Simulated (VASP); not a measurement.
# Re (P6_3/mmc) in VASP: further runs

Runs on Re. Level: PBEsol. Tasks: single point.

Program: VASP 6.6.1. These are calculated values, not measurements. Logs are shortened: lines on timing, memory, paths and dates and some standing lists are left out, and cuts for length are marked.

## Step 1: The cell of the first run

The structure is hexagonal, space group P6_3/mmc (No. 194). Conventional cell: a = 2.842 Å, b = 2.842 Å, c = 4.799 Å, α = 90.00°, β = 90.00°, γ = 120.00°. Within 3.7 Å of Re (site symmetry -6m2) lie 12 Re at 2.84 to 2.91 Å.

## Step 2: Single point, PBEsol

Input file INCAR:

```
PREC = Accurate
ENCUT = 520
EDIFF = 1E-6
ISMEAR = 0
SIGMA = 0.15
LREAL = F
LASPH = T
NELM = 80
ALGO = Normal
ISIF = 2
LWAVE = F
LCHARG = F
GGA = PS
NBANDS = 14
```

Input file KPOINTS:

```
Automatic mesh
0
Gamma
  18 18 10
```

Input file POSCAR:

```
Re
1.0
    2.8420000000      0.0000000000      0.0000000000
   -1.4210000000      2.4612441976      0.0000000000
    0.0000000000      0.0000000000      4.7988000000
Re
2
Direct
    0.3333333333      0.6666666667      0.2500000000
    0.6666666667      0.3333333333      0.7500000000
```

Potentials or basis: VASP PAW PBE potentials, release 64 (Re).

Run with:

```bash
$ cat potpaw_PBE.64/Re/POTCAR > POTCAR
$ mpirun -np 1 vasp_std > vasp.out
```

OUTCAR:

```text
PREC = Accurate
   ENCUT = 520
   EDIFF = 1E-6
   ISMEAR = 0
   LREAL = F
   LASPH = T
   NELM = 80
   ISIF = 2
   GGA = PS

 ion  position               nearest neighbor table
   1  0.333  0.667  0.250-   2 2.91   2 2.91   2 2.91   2 2.91   2 2.91   2 2.91
   2  0.667  0.333  0.750-   1 2.91   1 2.91   1 2.91   1 2.91   1 2.91   1 2.91

  LATTYP: Found a hexagonal cell.
 ALAT       =     2.8420000000
 C/A-ratio  =     1.6885292048

  Lattice vectors:

 A1 = (   2.8420000000,   0.0000000000,   0.0000000000)
 A2 = (  -1.4210000000,   2.4612441976,   0.0000000000)
 A3 = (   0.0000000000,   0.0000000000,   4.7988000000)

Analysis of symmetry for initial positions (statically):
=====================================================================
 Subroutine PRICEL returns:
 Original cell was already a primitive cell.

 Routine SETGRP: Setting up the symmetry group for a
 hexagonal supercell.

 Subroutine GETGRP returns: Found 24 space group operations
 (whereof 12 operations were pure point group operations)
 out of a pool of 24 trial point group operations.

The static configuration has the point symmetry D_3d.
 The point group associated with its full space group is D_6h.

Analysis of symmetry for dynamics (positions and initial velocities):
=====================================================================
 Subroutine PRICEL returns:
 Original cell was already a primitive cell.

 Routine SETGRP: Setting up the symmetry group for a
 hexagonal supercell.

 Subroutine GETGRP returns: Found 24 space group operations
 (whereof 12 operations were pure point group operations)
 out of a pool of 24 trial point group operations.

The dynamic configuration has the point symmetry D_3d.
 The point group associated with its full space group is D_6h.

 Subroutine INISYM returns: Found 24 space group operations
 (whereof 12 operations are pure point group operations),
 and found     1 'primitive' translations

----------------------------------------------------------------------------------------

                                     Primitive cell

  volume of cell :      33.5669

  direct lattice vectors                    reciprocal lattice vectors
     2.842000000  0.000000000  0.000000000     0.351864884  0.203149285  0.000000000
    -1.421000000  2.461244198  0.000000000     0.000000000  0.406298571  0.000000000
     0.000000000  0.000000000  4.798800000     0.000000000  0.000000000  0.208385430

  length of vectors
     2.842000000  2.842000000  4.798800000     0.406298571  0.406298571  0.208385430

  position of ions in fractional coordinates (direct lattice)
     0.333333333  0.666666667  0.250000000
     0.666666667  0.333333333  0.750000000

  ion indices of the primitive-cell ions
   primitive index   ion index
                 1           1
                 2           2

----------------------------------------------------------------------------------------

 KPOINTS: Automatic mesh

Automatic generation of k-mesh.
 Grid dimensions read from file:
 generate k-points for:   18   18   10

 Generating k-lattice:

  Cartesian coordinates                     Fractional coordinates (reciprocal lattice)
     0.019548049  0.011286071  0.000000000     0.055555556  0.000000000  0.000000000
     0.000000000  0.022572143  0.000000000     0.000000000  0.055555556  0.000000000
     0.000000000  0.000000000  0.020838543     0.000000000  0.000000000  0.100000000

  Length of vectors
     0.022572143  0.022572143  0.020838543

  Shift w.r.t. Gamma in fractional coordinates (k-lattice)
     0.000000000  0.000000000  0.000000000

 Subroutine IBZKPT returns following result:
 ===========================================

 Found    222 irreducible k-points:

 Following reciprocal coordinates:
            Coordinates               Weight
  0.000000  0.000000  0.000000      1.000000
  0.055556  0.000000  0.000000      6.000000
  0.111111  0.000000  0.000000      6.000000
  0.166667  0.000000  0.000000      6.000000
  0.222222  0.000000  0.000000      6.000000
  0.277778  0.000000  0.000000      6.000000
[... 16 lines left out ...]
  0.333333  0.111111  0.000000     12.000000
  0.388889  0.111111  0.000000     12.000000
 [... further k-points ...]
   k-points           NKPTS =    222   k-points in BZ     NKDIM =    222   number of bands    NBANDS=     14
   number of dos      NEDOS =    301   number of ions     NIONS =      2
   total plane-waves  NPLWV =  20736
   dimension x,y,z NGX =    24 NGY =   24 NGZ =   36
   dimension x,y,z NGXF=    48 NGYF=   48 NGZF=   72
   ions per type =               2
   NGX,Y,Z   is equivalent  to a cutoff of  14.04, 14.04, 12.47 a.u.
   NGXF,Y,Z  is equivalent  to a cutoff of  28.08, 28.08, 24.94 a.u.
 SYSTEM =  unknown system
   PREC   = accura    normal or accurate (medium, high low for compatibility)
   ISTART =      0    job   : 0-new  1-cont  2-samecut
   ICHARG =      2    charge: 1-file 2-atom 10-const
   ISPIN  =      1    spin polarized calculation?
   LNONCOLLINEAR =      F non collinear calculations
   LSORBIT =      F    spin-orbit coupling
   LASPH  =      T    aspherical Exc in radial PAW
   ENCUT  =  520.0 eV  38.22 Ry    6.18 a.u.   5.28  5.28  8.92*2*pi/ulx,y,z
   NELM   =     80;   NELMIN=  2; NELMDL= -5     # of ELM steps
   EDIFF  = 0.1E-05   stopping-criterion for ELM
   LREAL  =      F    real-space projection
   EDIFFG = 0.1E-04   stopping-criterion for IOM
   NSW    =      0    number of steps for IOM
   IBRION =     -1    ionic relax: 0-MD 1-quasi-New 2-CG
   NFREE  =      0    steps in history (QN), initial steepest desc. (CG)
   ISIF   =      2    stress and relaxation
   ISYM   =      2    0-nonsym 1-usesym 2-fastsym
   POTIM  = 0.5000    time-step for ionic-motion
   TEBEG  =    0.0;   TEEND  =   0.0 temperature during run
   PSTRESS=    0.0 pullay stress
   NELECT =      14.0000    total number of electrons
   NUPDOWN=      -1.0000    fix difference up-down
   EMIN   =  10.00;   EMAX   =-10.00  energy-range for DOS
   EFERMI =   0.00;   METHOD = LEGACY
   ISMEAR =     0;   SIGMA  =   0.15  broadening in eV -4-tet -1-fermi 0-gaus
   EFERMI_NEDOS =   21; number of points for ismear=-14 and -15
   IALGO  =     38    algorithm
   IMIX   =      4    mixing-type and parameters
     AMIX     =   0.40;   BMIX     =  1.00
     AMIX_MAG =   1.60;   BMIX_MAG =  1.00
  volume/ion in A,a.u.               =      16.78       113.26
  Fermi-wavevector in a.u.,A,eV,Ry     =   1.223152  2.311422 20.355681  1.496100
  Thomas-Fermi vector in A             =   2.358273
   LORBIT       =      0    0 simple, 1 ext, 2 COOP (PROOUT), +10 PAW based schemes
   GGA     = PS    functional components
   LHFCALC =     F    Hartree Fock is set to
   AEXX    =    0.0000 exact exchange contribution
   IVDW    =     0    specifies the selected vdW correction
   LEPSILON=     F    determine dielectric tensor
   LRPA    =     F    only Hartree local field effects (RPA)
 non-spin polarized calculation
 Gauss-broadening in eV      SIGMA  =   0.15
  energy-cutoff  :      520.00
  volume of cell :       33.57
 maximum number of plane-waves:       918
 NGX is ok and might be reduce to    24
   NGX = 11   NGY = 11   NGZ = 17

 number of electron      14.0000000 magnetization

 Free energy of the ion-electron system (eV)
  ---------------------------------------------------
  ext. energy  EPLUGINS =         0.00000000
  ---------------------------------------------------
  free energy    TOTEN  =       -26.05091901 eV

  energy without entropy =      -26.02942511  energy(sigma->0) =      -26.04017206

 E-fermi :   6.2411     XC(G=0): -13.1097

 val. band max:        6.2298430670   @ k =   0.2778   0.1667   0.5000
 cond. band min:       6.2453990757   @ k =   0.1111   0.0556   0.0000
 fundamental gap:      0.0155560087
 Fermi energy:         6.2411056721

 k-point     1 :       0.0000    0.0000    0.0000
  band No.  band energies     occupation
      1      -2.8102      2.00000
      2       0.3417      2.00000
      3       4.4427      2.00000
      4       4.9697      2.00000
      5       4.9697      2.00000
      6       5.5444      2.00000
      7       5.5444      2.00000
      8       6.1896      1.37244
      9       6.6877      0.00003
     10       6.6877      0.00003
     11       8.9810      0.00000
     12       8.9810      0.00000
     13      13.9775      0.00000
     14      20.3960      0.00000

 k-point     2 :       0.0556    0.0000    0.0000
  band No.  band energies     occupation
      1      -2.6966      2.00000
      2       0.4541      2.00000
      3       4.3891      2.00000
      4       4.9889      2.00000
      5       5.0715      2.00000
      6       5.4621      2.00000
      7       5.6415      2.00000
      8       5.8544      1.99973
      9       6.5790      0.00145
     10       6.6070      0.00056
     11       9.0239      0.00000
     12       9.4178      0.00000
     13      13.9575      0.00000
     14      20.6328      0.00000

 k-point     3 :       0.1111    0.0000    0.0000
  band No.  band energies     occupation
      1      -2.3644      2.00000
      2       0.7729      2.00000
      3       4.1904      2.00000
      4       5.0617      2.00000
      5       5.1270      2.00000
      6       5.3057      2.00000
      7       5.3733      2.00000
      8       5.9285      1.99680
      9       6.3564      0.27688
     10       6.3941      0.14925
     11       9.1278      0.00000
     12      10.3601      0.00000
     13      13.8894      0.00000
     14      21.2548      0.00000

 k-point     4 :       0.1667    0.0000    0.0000
  band No.  band energies     occupation
      1      -1.8407      2.00000
      2       1.2288      2.00000
      3       3.9094      2.00000
      4       4.3362      2.00000
      5       4.8423      2.00000
      6       5.5434      2.00000
      7       5.8633      1.99963
      8       6.0620      1.90879
      9       6.1078      1.79117
     10       6.3915      0.15612
     11       9.2474      0.00000
     12      11.4717      0.00000
     13      13.7634      0.00000
     14      21.6980      0.00000

 k-point     5 :       0.2222    0.0000    0.0000
  band No.  band energies     occupation
      1      -1.1757      2.00000
      2       1.6489      2.00000
      3       3.5991      2.00000
      4       3.7397      2.00000
      5       4.5546      2.00000
      6       5.7337      2.00000
      7       5.8008      1.99997
      8       6.0540      1.92229
      9       6.5196      0.00865
     10       7.0053      0.00000
     11       9.3505      0.00000
[... 276 lines left out ...]
 k-point    22 :       0.2778    0.1111    0.0000
  band No.  band energies     occupation
      1       0.5388      2.00000
      2       1.9952      2.00000
      3       2.4410      2.00000
      4       3.6282      2.00000
      5       4.6722      2.00000
      6       4.7698      2.00000
      7       5.4821      2.00000
      8       7.0736      0.00000
      9       8.5023      0.00000
     10       9.2387      0.00000
     11       9.2827      0.00000
     12      13.5915      0.00000
     13      15.3729      0.00000
     14      16.8596      0.00000

 k-point    23 :       0.3333    0.1111    0.0000
  band No.  band energies     occupation
      1       1.0468      2.00000
      2       1.7751      2.00000
      3       2.1033      2.00000
      4       3.9043      2.00000
      5       4.5831      2.00000
      6       5.1657      2.00000
      7       5.1693      2.00000
      8       7.9149      0.00000
      9       9.1027      0.00000
     10       9.2367      0.00000
     11      10.2084      0.00000
     12      14.0348      0.00000
     13      15.1012      0.00000
     14      16.3241      0.00000

 k-point    24 :       0.3889    0.1111    0.0000
  band No.  band energies     occupation
      1       1.3181      2.00000
      2       1.6089      2.00000
      3       1.8953      2.00000
      4       4.2412      2.00000
      5       4.5946      2.00000
      6       4.8984      2.00000
      7       5.4258      2.00000
      8       8.7714      0.00000
      9       9.2321      0.00000
     10       9.4486      0.00000
     11      11.0592      0.00000
     12      13.5666      0.00000
     13      14.8145      0.00000
     14      16.5946      0.00000

 [... further k-points ...]

------------------------ aborting loop because EDIFF is reached ----------------------------------------

  FORCE on cell =-STRESS in cart. coord.  units (eV):
  Direction    XX          YY          ZZ          XY          YZ          ZX
  --------------------------------------------------------------------------------------
  -------------------------------------------------------------------------------------
  Total       -7.5915544     -7.5915544    -10.4117543      0.0000000      0.0000000      0.0000000
  in kB     -362.3513328   -362.3513328   -496.9618653      0.0000000      0.0000000      0.0000000
  external PRESSURE =    -407.2215103 kB  Pullay stress =       0.0000000 kB

 VOLUME and BASIS-vectors are now :
 -----------------------------------------------------------------------------
  energy-cutoff  :      520.00
  volume of cell :       33.57
      direct lattice vectors                 reciprocal lattice vectors
     2.842000000  0.000000000  0.000000000     0.351864884  0.203149285  0.000000000
    -1.421000000  2.461244198  0.000000000     0.000000000  0.406298571  0.000000000
     0.000000000  0.000000000  4.798800000     0.000000000  0.000000000  0.208385430

 POSITION                                       TOTAL-FORCE (eV/Angst)
 -----------------------------------------------------------------------------------
     -0.00000      1.64083      1.19970         0.000000      0.000000      0.000000
      1.42100      0.82041      3.59910        -0.000000      0.000000      0.000000
 -----------------------------------------------------------------------------------
    total drift:                               -0.000000      0.000000     -0.000000

  FREE ENERGIE OF THE ION-ELECTRON SYSTEM (eV)
  ---------------------------------------------------
  free  energy   TOTEN  =       -26.0509190138 eV

  energy  without entropy=      -26.0294251125  energy(sigma->0) =      -26.04017206
```

Run time: 34 s. Hardware: 1 thread of Intel Xeon 6975P-C (Granite Rapids), shared host; peak memory 0.22 GiB.

Results:

| Property | Result |
| --- | --- |
| Free energy | -26.0509 eV |
| Pressure | -40.7 GPa |
| Band gap on the k mesh | zero (bands 7 and 8 overlap by 2.45 eV) |

Stress tensor (GPa, compression positive):
```
-36.24   0.00   0.00
  0.00 -36.24   0.00
  0.00   0.00 -49.70
```

Levels at points of the mesh, in eV from the Fermi level:
```csv
k point,band 3,band 4,band 5,band 6,band 7,band 8,band 9,band 10,band 11,band 12
"(0.00, 0.00, 0.00)",-1.80,-1.27,-1.27,-0.70,-0.70,-0.05,0.45,0.45,2.74,2.74
"(0.50, 0.00, 0.00)",-4.48,-1.53,-1.50,-1.32,-0.85,3.27,3.51,3.84,4.99,5.95
"(0.00, 0.00, 0.50)",-2.31,-2.31,-1.31,-1.31,-1.31,-1.31,2.03,2.03,2.03,2.03
"(0.50, 0.00, 0.50)",-3.60,-3.60,0.46,0.46,0.69,0.69,3.70,3.70,3.83,3.83
```

Caveat: the cell stands under tension; the PAW data sets were made with another functional, which shifts forces and pressure a little; spin-orbit coupling is left out, which moves the levels of the heavy elements.

[end of part 1 of 2]
